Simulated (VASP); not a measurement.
Set up this calculation in VASP 6.6.1, as the native input.

```yaml
Task: single point
Functional: LDA
Potentials_or_basis: VASP PAW LDA potentials, release 64 (Cu, O)
Cutoff: 520 eV
k_mesh: 10 × 10 × 5
Occupations: fermi-dirac, width 0.05 eV
Spin: no spin polarisation
Dipole_correction: no
Further_INCAR_settings: ALGO = Normal; EDIFF = 1e-06; NBANDS = 25
```

The structure of CuO lies in POSCAR:

```
CuO
1.0
    2.3601776944     -1.7247471694      0.0000000000
    2.3601776944      1.7247471694      0.0000000000
   -0.8662490821      0.0000000000      5.0929466782
Cu O
2 2
Direct
    0.0032000000      0.4968000000      0.0000000000
    0.4968000000      0.0032000000      0.5000000000
    0.5714000000      0.4056000000      0.2537000000
    0.4056000000      0.5714000000      0.7537000000
```

One way to write it, as run:

INCAR

```
SYSTEM = CuO
ALGO = Normal ; EDIFF = 1E-6
ENCUT = 520 ; ISIF = 2
ISMEAR = -1 ; LASPH = .True.
LCHARG = .True. ; LELF = .True.
LREAL = .False. ; LVHAR = .True.
LWAVE = .False. ; NBANDS = 25
NELM = 100 ; PREC = Accurate
SIGMA = 0.05
```

KPOINTS

```
k-points
0
Gamma
  10 10 5
  0 0 0
```

Potentials or basis: VASP PAW LDA potentials, release 64 (Cu, O).

The run is started by

```bash
$ cat potpaw_LDA.64/Cu/POTCAR potpaw_LDA.64/O/POTCAR > POTCAR
$ mpirun -np 1 vasp_std > vasp.out
```

Results of the run:

```yaml
Pressure: -11.9 GPa
Largest_force: 0.781 eV/Å
Band_gap_on_the_k_mesh: zero (bands 17 and 18 overlap by 0.61 eV)
```

Caveat: the stress differs along the axes, from -15 to -8 GPa; semilocal functionals often make such compounds metallic where correlation or magnetic order opens a gap, which also shifts bond lengths.

It took 3.2 min on 1 thread of Intel Xeon 8259CL, with other jobs on the host, peak memory 0.23 GiB.
